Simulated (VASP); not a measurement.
Wanted: the native input for a VASP 6.6.1 run.

| Property | Result |
| --- | --- |
| Task | single point |
| Functional | PBE |
| Potentials or basis | VASP PAW PBE potentials, release 64 (Ba_sv, Ti_sv, O) |
| Cutoff | 520 eV |
| k mesh | 7 × 5 × 5 |
| Occupations | fermi-dirac, width 0.05 eV |
| Spin | no spin polarisation |
| Dipole correction | no |
| Further INCAR settings | ALGO = Normal; EDIFF = 1e-06; NBANDS = 51 |

The structure of BaTiO3 lies in POSCAR:

```
BaTiO3
1.0
   -2.8276681600     -1.6325549700     -2.3177316100
    2.8276681600     -4.8976649200      0.0000000000
   -2.8276681600     -1.6325549700      4.6354632200
Ba Ti O
2 2 6
Direct
    0.0157454600      0.9951067300      0.9732589900
    0.9842545400      0.5048932700      0.5267410100
    0.5038597100      0.9895382000      0.5036220000
    0.4681402900      0.5104618000      0.0243780000
    0.5305500000      0.2316233900      0.7331572700
    0.4862500000      0.7582766100      0.2399427300
    0.4792171100      0.7573442300      0.7334846100
    0.5375828900      0.2527557700      0.2396153900
    0.9908878400      0.0289311200      0.4795032700
    0.0461121600      0.4710688800      0.0036967300
```

One way to write it, as run:

INCAR

```
SYSTEM = BaTiO3
PREC = Accurate
ENCUT = 520
EDIFF = 1E-6
ISMEAR = -1
SIGMA = 0.05
LREAL = .False.
LASPH = .True.
NELM = 80
ALGO = Normal
ISIF = 2
LWAVE = .False.
LCHARG = .False.
GGA = PE
NBANDS = 51
```

KPOINTS

```
Automatic mesh
0
Gamma
  7 5 5
  0 0 0
```

Potentials or basis: VASP PAW PBE potentials, release 64 (Ba_sv, Ti_sv, O).

Launch:

```console
$ cat potpaw_PBE.64/Ba_sv/POTCAR potpaw_PBE.64/Ti_sv/POTCAR potpaw_PBE.64/O/POTCAR > POTCAR
$ mpirun -np 1 vasp_std > vasp.out
```

Results of the run:

```
Pressure               : 10.4 GPa
Largest force          : 3.336 eV/Å
Band gap on the k mesh : 2.24 eV (least direct gap 2.33 eV)
```

Caveat: the cell stands under pressure; spin-orbit coupling is left out, which moves the levels of the heavy elements; an odd mesh through Γ misses points on the zone boundary, where band edges can lie; forces of over 1 eV/Å act on the atoms, so gaps and moduli don't describe the material at rest.

It took 5.6 min on 1 thread of Intel(R) Xeon(R) 6975P-C (Granite Rapids), with other jobs on the host, peak memory 0.55 GiB.
